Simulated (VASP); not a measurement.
NbAgTe2Br3, 7 atoms in the cell. The structure is trigonal, space group P-3m1 (No. 164). Conventional cell: a = 5.854 Å, b = 5.854 Å, c = 6.051 Å, α = 90.00°, β = 90.00°, γ = 120.00°. Nb (site symmetry -3m) has 6 Br at 2.93 Å and 2 Ag at 3.03 Å within 3.9 Å. Within 4.0 Å of Ag (site symmetry -3m) lie 2 Nb at 3.03 Å and 6 Te at 3.38 Å. Te (site symmetry 3m) has 3 Ag at 3.38 Å and 3 Te at 3.38 Å and 6 Br at 3.46 to 3.47 Å and 6 Nb at 4.53 to 4.54 Å within 4.6 Å. Within 3.9 Å of Br (site symmetry 2/m) lie 4 Br at 2.93 Å and 2 Nb at 2.93 Å and 4 Te at 3.46 to 3.47 Å. The cell was generated, and may not be a known phase.

- Program: VASP 6.6.1
- Task: single point
- Functional: PBE
- Potentials or basis: VASP PAW PBE potentials, release 64 (Nb_sv, Ag, Te, Br)
- Cutoff: 520 eV
- k mesh: 3 × 3 × 2
- Occupations: gaussian, width 0.15 eV
- Spin: no spin polarisation
- Dipole correction: no
- Further INCAR settings: ALGO = Normal; EDIFF = 1e-06; NBANDS = 38

Potentials or basis: VASP PAW PBE potentials, release 64 (Nb_sv, Ag, Te, Br).

Command:

```sh
$ cat potpaw_PBE.64/Nb_sv/POTCAR potpaw_PBE.64/Ag/POTCAR potpaw_PBE.64/Te/POTCAR potpaw_PBE.64/Br/POTCAR > POTCAR
$ mpirun -np 1 vasp_std > vasp.out
```

Hardware: 1 thread of Intel(R) Xeon(R) Platinum 8488C (Sapphire Rapids), on a shared host.

Q: How long does it take, and how much memory?

A: It took 71 s on 1 thread of Intel(R) Xeon(R) Platinum 8488C (Sapphire Rapids), with other jobs on the host, peak memory 0.33 GiB. Counts: scf iterations 18, k points 6.
